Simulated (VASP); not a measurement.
Runs of VASP 6.6.1 on In. The structure is that of space group Im-3m (No. 229), or close to it. The cells are those of the table. 

```tsv
cell	k mesh	gap on the mesh (eV)	pressure (GPa)
a = 3.303 Å, angles 109.5°, 1 atom	13 × 13 × 13	none	-1.5
a = 3.260 Å, angles 109.5°, 1 atom	12 × 12 × 12	none	(a)
a = 3.260 Å, angles 109.5°, 1 atom	13 × 13 × 13	none	-0.1
a = 3.385 Å, angles 109.5°, 1 atom	13 × 13 × 13	none	-3.5
a = 3.171 Å, angles 109.5°, 1 atom	13 × 13 × 13	none	(b)
```

Alike in all rows: task single point; level r2SCAN; potentials or basis VASP PAW PBE potentials, release 64 (In_d); no spin polarisation; cutoff (eV) 550; smearing fermi-dirac 0.1 eV.

Estimate the missing entries.

(a) 0.0; (b) 4.2.

Caveats: the PAW data sets were made with another functional, which shifts forces and pressure a little; spin-orbit coupling is left out, which moves the levels of the heavy elements.

A k mesh can miss the band edges, and the runs leave out spin-orbit coupling on In.

A gap of «none» marks levels without a gap at the run's occupations.
